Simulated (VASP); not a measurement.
Cu12HF: single point with PBE+D3(BJ)

Cu12HF, a slab with vacuum:

```xyz
14
Lattice="5.1053 0.0000 0.0000 2.5527 4.4213 0.0000 0.0000 0.0000 17.1685" Properties=species:S:1:pos:R:3 pbc="T T T"
Cu    1.2763    0.7369    1.0000
Cu    3.8290    0.7369    1.0000
Cu    2.5527    2.9476    1.0000
Cu    5.1053    2.9476    1.0000
Cu    0.0004    1.4724    3.0410
Cu    2.5484    1.4735    3.0413
Cu    1.2770    3.6854    3.0472
Cu    3.8275    3.6896    3.0445
Cu   -0.0018    0.0016    5.0984
Cu    2.5542    0.0027    5.0929
Cu    1.2720    2.2118    5.0872
Cu    3.8233    2.2147    5.0678
F     5.1719    0.7778    7.8866
H     4.7423    1.4054    7.3246
```

```json
{
  "Program": "VASP 6.6.1",
  "Task": "single point",
  "Functional": "PBE",
  "Dispersion": "D3(BJ)",
  "Potentials or basis": "VASP PAW PBE potentials, release 64 (Cu, F, H)",
  "Cutoff": "520 eV",
  "k mesh": "4 × 4 × 1",
  "Occupations": "fermi-dirac, width 0.15 eV",
  "Spin": "no spin polarisation",
  "Dipole correction": "no",
  "Further INCAR settings": "ALGO = Normal; EDIFF = 1e-07; NBANDS = 83"
}
```

```yaml
Largest_force: 0.244 eV/Å
Band_gap_on_the_k_mesh: zero (bands 70 and 71 overlap by 0.06 eV)
Dispersion_energy_per_atom: -0.342 eV
```

Forces in eV/Å, atoms in the order of the input:
```
Cu  -0.002  0.002 -0.044
Cu  -0.002  0.004 -0.010
Cu   0.003 -0.001 -0.013
Cu  -0.003 -0.001  0.007
Cu  -0.005  0.000  0.004
Cu   0.005 -0.003  0.001
Cu  -0.001  0.006  0.003
Cu  -0.001  0.000 -0.003
Cu   0.004 -0.006  0.007
Cu  -0.009 -0.008  0.016
Cu   0.000  0.010  0.008
Cu   0.003  0.010  0.024
F    0.103 -0.174  0.137
H   -0.096  0.160 -0.137
```

Levels at points of the mesh, in eV from the Fermi level:
```csv
k point,band 67,band 68,band 69,band 70,band 71,band 72,band 73,band 74
"(0.00, 0.00, 0.00)",-1.38,-0.03,0.01,0.02,0.03,1.14,1.15,1.17
"(0.50, 0.00, 0.00)",-1.52,-1.51,-0.02,-0.02,0.30,0.44,1.14,1.16
"(0.50, 0.50, 0.00)",-1.51,-1.51,-0.02,-0.02,0.34,0.39,1.13,1.16
"(0.00, 0.50, 0.00)",-1.51,-1.51,-0.02,-0.02,0.29,0.44,1.14,1.16
```

Wall time 21 min on 1 thread of Oxide Virtual Turin-like Processor, on a shared host, peak memory 0.61 GiB.

With open d or f shells a metallic result of PBE can be an artefact of self-interaction; +U or a hybrid may open a gap.
